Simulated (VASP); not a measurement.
# ZnSe (Stilleite) (F-43m) in VASP: settings compared

Aim: see how the results for ZnSe (Stilleite) move with the level of theory and the settings. Levels: PBE+D4, revPBE+D4, PBEsol. Tasks: relaxation of cell and atoms, single point.

All numbers are computed with VASP 6.6.1; they aren't measurements. Logs are shortened: lines on timing, memory, paths and dates and some standing lists are left out, and cuts for length are marked.

## 1. The cell of the first run

It takes space group F-43m (No. 216, cubic). Conventional cell: a = 5.668 Å, b = 5.668 Å, c = 5.668 Å, α = 90.00°, β = 90.00°, γ = 90.00°. Se (site symmetry -43m) has 4 Zn at 2.45 Å within 3.2 Å. Zn (site symmetry -43m) has 4 Se at 2.45 Å within 3.2 Å.

## 2. Relaxation of cell and atoms, PBE+D4

INCAR reads:

```
SYSTEM = ZnSe
PREC     = Accurate       ! precision mode
ENCUT    = 600            ! plane-wave cutoff, eV
EDIFF    = 1E-6           ! SCF threshold, eV
ISMEAR   = -1             ! smearing method
SIGMA    = 0.05           ! smearing width, eV
LREAL    = .False.        ! projectors in reciprocal space
LASPH    = .True.         ! aspherical terms in the spheres
NELM     = 100            ! most SCF steps
ALGO     = Normal         ! electronic algorithm
ISIF     = 3              ! what is computed and relaxed
LWAVE    = .False.        ! write WAVECAR
LCHARG   = .False.        ! write CHGCAR
GGA      = PE             ! functional
IVDW     = 13             ! dispersion correction
IBRION   = 2              ! ionic algorithm
NSW      = 80             ! ionic steps
EDIFFG   = -0.02          ! ionic threshold
```

KPOINTS reads:

```
Automatic mesh
0
Gamma
  8 8 8
  0 0 0
```

POSCAR reads:

```
ZnSe
1.0
    0.0000000000      2.8338000000      2.8338000000
    2.8338000000      0.0000000000      2.8338000000
    2.8338000000      2.8338000000      0.0000000000
Se Zn
1 1
Direct
    0.7500000000      0.7500000000      0.7500000000
    0.0000000000      0.0000000000      0.0000000000
```

Potentials or basis: VASP PAW PBE potentials, release 64 (Se, Zn).

Launch:

```console
$ cat potpaw_PBE.64/Se/POTCAR potpaw_PBE.64/Zn/POTCAR > POTCAR
$ mpirun -np 1 vasp_std > vasp.out
```

OUTCAR:

```text
SYSTEM = ZnSe
   PREC = Accurate
   ENCUT = 600
   EDIFF = 1E-6
   ISMEAR = -1
   LREAL = .False.
   LASPH = .True.
   NELM = 100
   ISIF = 3
   GGA = PE
   IVDW = 13
   IBRION = 2
   NSW = 80
   EDIFFG = -0.02

 ion  position               nearest neighbor table
   1  0.750  0.750  0.750-   2 2.45   2 2.45   2 2.45   2 2.45
   2  0.000  0.000  0.000-   1 2.45   1 2.45   1 2.45   1 2.45

  LATTYP: Found a face centered cubic cell.
 ALAT       =     5.6676000000

  Lattice vectors:

 A1 = (   0.0000000000,   2.8338000000,   2.8338000000)
 A2 = (   2.8338000000,   0.0000000000,   2.8338000000)
 A3 = (   2.8338000000,   2.8338000000,   0.0000000000)

Analysis of symmetry for initial positions (statically):
=====================================================================
 Subroutine PRICEL returns:
 Original cell was already a primitive cell.

 Routine SETGRP: Setting up the symmetry group for a
 face centered cubic supercell.

 Subroutine GETGRP returns: Found 24 space group operations
 (whereof 24 operations were pure point group operations)
 out of a pool of 48 trial point group operations.

The static configuration has the point symmetry T_d .

Analysis of symmetry for dynamics (positions and initial velocities):
=====================================================================
 Subroutine PRICEL returns:
 Original cell was already a primitive cell.

 Routine SETGRP: Setting up the symmetry group for a
 face centered cubic supercell.

 Subroutine GETGRP returns: Found 24 space group operations
 (whereof 24 operations were pure point group operations)
 out of a pool of 48 trial point group operations.

The dynamic configuration has the point symmetry T_d .

 Subroutine INISYM returns: Found 24 space group operations
 (whereof 24 operations are pure point group operations),
 and found     1 'primitive' translations

----------------------------------------------------------------------------------------

                                     Primitive cell

  volume of cell :      45.5132

  direct lattice vectors                    reciprocal lattice vectors
     0.000000000  2.833800000  2.833800000    -0.176441527  0.176441527  0.176441527
     2.833800000  0.000000000  2.833800000     0.176441527 -0.176441527  0.176441527
     2.833800000  2.833800000  0.000000000     0.176441527  0.176441527 -0.176441527

  length of vectors
     4.007598393  4.007598393  4.007598393     0.305605690  0.305605690  0.305605690
[... 91 lines left out ...]
   PSTRESS=    0.0 pullay stress
   NELECT =      18.0000    total number of electrons
   NUPDOWN=      -1.0000    fix difference up-down
   EMIN   =  10.00;   EMAX   =-10.00  energy-range for DOS
   EFERMI =   0.00;   METHOD = LEGACY
   ISMEAR =    -1;   SIGMA  =   0.05  broadening in eV -4-tet -1-fermi 0-gaus
   EFERMI_NEDOS =   21; number of points for ismear=-14 and -15
   IALGO  =     38    algorithm
   IMIX   =      4    mixing-type and parameters
     AMIX     =   0.40;   BMIX     =  1.00
     AMIX_MAG =   1.60;   BMIX_MAG =  1.00
  volume/ion in A,a.u.               =      22.76       153.57
  Fermi-wavevector in a.u.,A,eV,Ry     =   1.201673  2.270834 19.647073  1.444019
  Thomas-Fermi vector in A             =   2.337476
   LORBIT       =      0    0 simple, 1 ext, 2 COOP (PROOUT), +10 PAW based schemes
   GGA     = PE    functional components
   LHFCALC =     F    Hartree Fock is set to
   AEXX    =    0.0000 exact exchange contribution
   IVDW    =    13    specifies the selected vdW correction
   LEPSILON=     F    determine dielectric tensor
   LRPA    =     F    only Hartree local field effects (RPA)
 conjugate gradient relaxation of ions
 non-spin polarized calculation
  energy-cutoff  :      600.00
  volume of cell :       45.51
 maximum number of plane-waves:      1540
   NGX = 17   NGY = 17   NGZ = 17

 number of electron      17.9999991 magnetization

 Free energy of the ion-electron system (eV)
  ---------------------------------------------------
  ext. energy  EPLUGINS =         0.00000000
  ---------------------------------------------------
  free energy    TOTEN  =        -6.01988492 eV

  energy without entropy =       -6.01988489  energy(sigma->0) =       -6.01988491

 E-fermi :   2.2926     XC(G=0):  -9.3216

 val. band max:        1.6130712901   @ k =   0.0000   0.0000   0.0000
 cond. band min:       2.9034171526   @ k =   0.0000   0.0000   0.0000
 fundamental gap:      1.2903458624
 Fermi energy:         2.2926337358

 k-point     1 :       0.0000    0.0000    0.0000
  band No.  band energies     occupation
      1     -11.6460      2.00000
      2      -4.9336      2.00000
      3      -4.9335      2.00000
      4      -4.9335      2.00000
      5      -4.5639      2.00000
      6      -4.5639      2.00000
      7       1.6131      2.00000
      8       1.6131      2.00000
      9       1.6131      2.00000
     10       2.9034      0.00001
     11       7.4137      0.00000
     12       7.4137      0.00000
     13       7.4137      0.00000
[... 354 lines left out ...]
  band No.  band energies     occupation
      1     -10.7253      2.00000
      2      -4.8301      2.00000
      3      -4.7929      2.00000
      4      -4.5957      2.00000
      5      -4.5569      2.00000
      6      -4.3547      2.00000
      7      -3.2799      2.00000
      8      -0.7961      2.00000
      9       0.1488      2.00000
     10       5.8415      0.00000
     11       7.1613      0.00000
     12       9.0223      0.00000
     13      10.2837      0.00000

 [... further k-points ...]

------------------------ aborting loop because EDIFF is reached ----------------------------------------

  DFT-D4 for vdW energy calculation

  Edisp (eV):   -0.63372

  FORCE on cell =-STRESS in cart. coord.  units (eV):
  Direction    XX          YY          ZZ          XY          YZ          ZX
  --------------------------------------------------------------------------------------
  -------------------------------------------------------------------------------------
  Total      -0.01564    -0.01564    -0.01564     0.00000     0.00000     0.00000
  in kB      -0.55042    -0.55042    -0.55042     0.00000     0.00000     0.00000
  external pressure =       -0.55 kB  Pullay stress =        0.00 kB

 VOLUME and BASIS-vectors are now :
 -----------------------------------------------------------------------------
  energy-cutoff  :      600.00
  volume of cell :       45.51
      direct lattice vectors                 reciprocal lattice vectors
     0.000000000  2.833800000  2.833800000    -0.176441527  0.176441527  0.176441527
     2.833800000  0.000000000  2.833800000     0.176441527 -0.176441527  0.176441527
     2.833800000  2.833800000  0.000000000     0.176441527  0.176441527 -0.176441527

 POSITION                                       TOTAL-FORCE (eV/Angst)
 -----------------------------------------------------------------------------------
      4.25070      4.25070      4.25070        -0.000000     -0.000000     -0.000000
      0.00000      0.00000      0.00000         0.000000      0.000000      0.000000
 -----------------------------------------------------------------------------------
    total drift:                               -0.000000     -0.000000     -0.000000

  FREE ENERGIE OF THE ION-ELECTRON SYSTEM (eV)
  ---------------------------------------------------
  free  energy   TOTEN  =        -6.6536019592 eV

  energy  without entropy=       -6.6536019315  energy(sigma->0) =       -6.65360195

 reached required accuracy - stopping structural energy minimisation
```

OSZICAR:

```text
N       E                     dE             d eps       ncg     rms          rms(c)
DAV:   1     0.918082721969E+02    0.91808E+02   -0.98726E+03   754   0.176E+03
DAV:   2     0.666541584835E-01   -0.91742E+02   -0.87563E+02   784   0.290E+02
DAV:   3    -0.623670449986E+01   -0.63034E+01   -0.62644E+01   919   0.737E+01
DAV:   4    -0.630788083826E+01   -0.71176E-01   -0.71152E-01   809   0.822E+00
DAV:   5    -0.630827452364E+01   -0.39369E-03   -0.39365E-03   919   0.605E-01    0.475E+00
DAV:   6    -0.603702929927E+01    0.27125E+00   -0.69445E-01  1066   0.294E+01    0.364E+00
DAV:   7    -0.601952443387E+01    0.17505E-01   -0.19453E-01   814   0.446E+00    0.153E+00
DAV:   8    -0.601953581534E+01   -0.11381E-04   -0.43269E-03   930   0.675E-01    0.469E-01
DAV:   9    -0.601978376231E+01   -0.24795E-03   -0.11078E-03   834   0.303E-01    0.689E-02
DAV:  10    -0.601987045894E+01   -0.86697E-04   -0.14418E-04   867   0.122E-01    0.172E-02
DAV:  11    -0.601988363970E+01   -0.13181E-04   -0.31381E-05   857   0.619E-02    0.555E-03
DAV:  12    -0.601988493511E+01   -0.12954E-05   -0.41952E-06   894   0.196E-02    0.407E-03
DAV:  13    -0.601988492058E+01    0.14532E-07   -0.64258E-07   572   0.862E-03
   1 F= -.66536020E+01 E0= -.66536019E+01  d E =-.665360E+01
```

CONTCAR:

```text
ZnSe
   1.00000000000000
     0.0000000000000000    2.8338000000000001    2.8338000000000001
     2.8338000000000001    0.0000000000000000    2.8338000000000001
     2.8338000000000001    2.8338000000000001    0.0000000000000000
  Se              Zn
     1     1
Direct
     0.7500000000000000    0.7500000000000000    0.7500000000000000
     0.0000000000000000    0.0000000000000000    0.0000000000000000

  0.00000000E+00  0.00000000E+00  0.00000000E+00
  0.00000000E+00  0.00000000E+00  0.00000000E+00
```

It took 34 s on 1 thread of Intel Xeon 8259CL, shared host; peak memory 0.18 GiB.

Results:

| Property | Result |
| --- | --- |
| Free energy | -6.6536 eV |
| Pressure after relaxing | -0.1 GPa |
| Band gap on the k mesh | 1.29 eV, direct |
| Dispersion energy per atom | -0.317 eV |

Final structure:
```xyz
2
Lattice="0.0000 2.8338 2.8338 2.8338 0.0000 2.8338 2.8338 2.8338 0.0000" Properties=species:S:1:pos:R:3 pbc="T T T"
Se    4.2507    4.2507    4.2507
Zn    0.0000    0.0000    0.0000
```

Caveat: the relaxation stopped at its first step, so nothing moved.

## 3. Relaxation of cell and atoms, revPBE+D4

INCAR reads:

```
SYSTEM = ZnSe
PREC = Accurate
ENCUT = 600
EDIFF = 1E-7
ISMEAR = -1
SIGMA = 0.05
LREAL = .False.
LASPH = .True.
NELM = 80
ALGO = Normal
ISIF = 3
LWAVE = .False.
LCHARG = .False.
GGA = RE
IVDW = 13
IBRION = 2
NSW = 80
EDIFFG = -0.005
```

KPOINTS reads:

```
regular mesh
0
Gamma
  8 8 8
  0 0 0
```

POSCAR is that of step 2.

Potentials or basis: VASP PAW PBE potentials, release 64 (Se, Zn).

Launch:

```console
$ cat potpaw_PBE.64/Se/POTCAR potpaw_PBE.64/Zn/POTCAR > POTCAR
$ mpirun -np 1 vasp_std > vasp.out
```

Wall time 76 s (1 thread of Intel Xeon 8259CL, shared host); peak memory 0.2 GiB.

The run converged. Its results:

```yaml
Free_energy: -6.5385 eV
Relaxed_volume: 22.55 Å³/atom
Relaxed_cell: a = 3.995 Å, b = 3.995 Å, c = 3.995 Å, α = 60.00°, β = 60.00°, γ = 60.00°
Space_group_after_relaxing_to_0.05_Å: F-43m (No. 216)
Energy_gained_by_relaxing: 0.4 meV/atom
Ionic_steps: 3
Pressure_after_relaxing: 0.0 GPa
Band_gap_on_the_k_mesh: 1.45 eV, direct
Dispersion_energy_per_atom: -0.556 eV
```

The path:
| step | energy change (eV) | largest force (eV/Å) | pressure (GPa) | volume (Å³) |
| --- | --- | --- | --- | --- |
| 1 | 0.0000 | 0.0000 | -0.56 | 45.51 |
| 2 | -0.0007 | 0.0000 | 0.16 | 44.99 |
| 3 | -0.0007 | 0.0000 | 0.01 | 45.10 |

Final structure:
```yaml
crystal:
  lattice:
    - [0.00000, 2.82512, 2.82512]
    - [2.82512, 0.00000, 2.82512]
    - [2.82512, 2.82512, 0.00000]
  atoms:
    - { symbol: Se, position: [0.75000, 0.75000, 0.75000] }
    - { symbol: Zn, position: [0.00000, 0.00000, 0.00000] }
```

Levels at points of the mesh, in eV from the valence-band top:
```tsv
k point	band 7	band 8	band 9	band 10	band 11	band 12
(0.00, 0.00, 0.00)	0.00	0.00	0.00	1.45	5.84	5.84
(0.50, 0.00, 0.00)	-5.25	-0.88	-0.88	2.65	6.42	6.42
(0.50, 0.50, 0.00)	-4.76	-2.21	-2.21	3.07	3.53	10.93
```

Caveat: the PAW data sets were made with another functional, which shifts forces and pressure a little.

## 4. Single point, PBEsol (volume scaled by 0.94)

INCAR reads:

```
ALGO = Normal
EDIFF = 1E-6
ENCUT = 520
GGA = PS
ISIF = 2
ISMEAR = -1
LASPH = T
LCHARG = F
LREAL = F
LWAVE = F
NBANDS = 16
NELM = 80
PREC = Accurate
SIGMA = 0.05
```

KPOINTS reads:

```
k-points
0
Gamma
  8 8 8
```

POSCAR reads:

```
ZnSe
1.0
    0.0000000000      2.7759511149      2.7759511149
    2.7759511149      0.0000000000      2.7759511149
    2.7759511149      2.7759511149      0.0000000000
Se Zn
1 1
Direct
    0.7500000000      0.7500000000      0.7500000000
    0.0000000000      0.0000000000      0.0000000000
```

Launch:

```console
$ cat potpaw_PBE.64/Se/POTCAR potpaw_PBE.64/Zn/POTCAR > POTCAR
$ mpirun -np 1 vasp_std > vasp.out
```

Run time: 26 s. Hardware: 1 thread of Intel Xeon 6975P-C, shared host; peak memory 0.18 GiB.

It converged, with:

```
Free energy            : -6.7515 eV
Pressure               : 3.5 GPa
Band gap on the k mesh : 1.42 eV, direct
```

Levels at points of the mesh, in eV from the valence-band top:
| k point | band 7 | band 8 | band 9 | band 10 | band 11 | band 12 |
| --- | --- | --- | --- | --- | --- | --- |
| (0.00, 0.00, 0.00) | 0.00 | 0.00 | 0.00 | 1.42 | 5.70 | 5.70 |
| (0.50, 0.00, 0.00) | -5.70 | -0.97 | -0.97 | 2.55 | 6.28 | 6.28 |
| (0.50, 0.50, 0.00) | -5.06 | -2.44 | -2.44 | 2.69 | 3.35 | 11.08 |

Caveat: the cell differs from its parent crystal (volume scaled by 0.94); the PAW data sets were made with another functional, which shifts forces and pressure a little.

## 5. Single point, PBEsol (volume scaled by 0.96)

INCAR reads:

```
SYSTEM = ZnSe
  PREC = Accurate
  ENCUT = 520
  EDIFF = 1E-7
  ISMEAR = -1
  SIGMA = 0.05
  LREAL = .FALSE.
  LASPH = .TRUE.
  NELM = 100
  ALGO = Normal
  ISIF = 2
  LWAVE = .FALSE.
  LCHARG = .FALSE.
  GGA = PS
  NBANDS = 16
```

KPOINTS reads:

```
Automatic mesh
0
G
  8 8 8
  0 0 0
```

POSCAR reads:

```
ZnSe
1.0
    0.0000000000      2.7955007105      2.7955007105
    2.7955007105      0.0000000000      2.7955007105
    2.7955007105      2.7955007105      0.0000000000
Se Zn
1 1
Direct
    0.7500000000      0.7500000000      0.7500000000
    0.0000000000      0.0000000000      0.0000000000
```

Launch:

```console
$ cat potpaw_PBE.64/Se/POTCAR potpaw_PBE.64/Zn/POTCAR > POTCAR
$ mpirun -np 1 vasp_std > vasp.out
```

Wall time 36 s (1 thread of Intel Xeon 6975P-C, shared host); peak memory 0.17 GiB.

The run converged. Its results:

```yaml
Free_energy: -6.7666 eV
Pressure: 1.9 GPa
Band_gap_on_the_k_mesh: 1.33 eV, direct
```

Levels at points of the mesh, in eV from the valence-band top:
| k point | band 7 | band 8 | band 9 | band 10 | band 11 | band 12 |
| --- | --- | --- | --- | --- | --- | --- |
| (0.00, 0.00, 0.00) | 0.00 | 0.00 | 0.00 | 1.33 | 5.72 | 5.72 |
| (0.50, 0.00, 0.00) | -5.55 | -0.94 | -0.94 | 2.51 | 6.29 | 6.29 |
| (0.50, 0.50, 0.00) | -4.97 | -2.36 | -2.36 | 2.74 | 3.36 | 10.92 |

Caveat: the cell differs from its parent crystal (volume scaled by 0.96); the PAW data sets were made with another functional, which shifts forces and pressure a little.

## 6. Single point, PBEsol (volume scaled by 0.98)

INCAR reads:

```
SYSTEM = ZnSe
PREC = Accurate
ENCUT = 520
EDIFF = 1E-6
ISMEAR = -1
SIGMA = 0.05
LREAL = .False.
LASPH = .True.
NELM = 60
ALGO = Normal
ISIF = 2
LWAVE = .False.
LCHARG = .True.
GGA = PS
LELF = .True.
LVHAR = .True.
NBANDS = 16
```

KPOINTS reads:

```
regular mesh
0
Gamma
  8 8 8
  0 0 0
```

POSCAR reads:

```
ZnSe
1.0
    0.0000000000      2.8147806350      2.8147806350
    2.8147806350      0.0000000000      2.8147806350
    2.8147806350      2.8147806350      0.0000000000
Se Zn
1 1
Direct
    0.7500000000      0.7500000000      0.7500000000
    0.0000000000      0.0000000000      0.0000000000
```

Potentials or basis: VASP PAW PBE potentials, release 64 (Se, Zn).

Launch:

```console
$ cat potpaw_PBE.64/Se/POTCAR potpaw_PBE.64/Zn/POTCAR > POTCAR
$ mpirun -np 1 vasp_std > vasp.out
```

Run time: 40 s. Hardware: 1 thread of Intel Xeon 6975P-C, shared host; peak memory 0.17 GiB.

It converged, with:

```
Free energy            : -6.7729 eV
Pressure               : 0.4 GPa
Band gap on the k mesh : 1.25 eV, direct
```

Levels at points of the mesh, in eV from the valence-band top:
| k point | band 5 | band 6 | band 7 | band 8 | band 9 | band 10 | band 11 | band 12 | band 13 | band 14 |
| --- | --- | --- | --- | --- | --- | --- | --- | --- | --- | --- |
| (0.00, 0.00, 0.00) | -6.24 | -6.24 | 0.00 | 0.00 | 0.00 | 1.25 | 5.72 | 5.72 | 5.72 | 9.82 |
| (0.50, 0.00, 0.00) | -6.22 | -6.08 | -5.42 | -0.91 | -0.91 | 2.48 | 6.30 | 6.30 | 8.46 | 10.91 |
| (0.50, 0.50, 0.00) | -6.19 | -6.06 | -4.88 | -2.28 | -2.28 | 2.79 | 3.37 | 10.76 | 11.31 | 11.31 |

Caveat: the cell differs from its parent crystal (volume scaled by 0.98); the PAW data sets were made with another functional, which shifts forces and pressure a little.

## 7. Overview

```tsv
task	level	cell	cutoff (eV)	gap on the mesh (eV)	pressure (GPa)
relaxation of cell and atoms	PBE+D4	relaxed from a = 4.008 Å, angles 60.0°, 2 atoms	600	1.29	-0.1
relaxation of cell and atoms	revPBE+D4	relaxed from a = 4.008 Å, angles 60.0°, 2 atoms	600	1.45	0.0
single point	PBEsol	a = 3.926 Å, angles 60.0°, 2 atoms	520	1.42	3.5
single point	PBEsol	a = 3.953 Å, angles 60.0°, 2 atoms	520	1.33	1.9
single point	PBEsol	a = 3.981 Å, angles 60.0°, 2 atoms	520	1.25	0.4
```

Alike in all rows: potentials or basis VASP PAW PBE potentials, release 64 (Se, Zn); no spin polarisation; k mesh 8 × 8 × 8; smearing fermi-dirac 0.05 eV.

Caveats: the PAW data sets were made with another functional, which shifts forces and pressure a little (some runs); the relaxation stopped at its first step, so nothing moved (some runs).

Absolute energies hang on the potentials; compare differences alone.
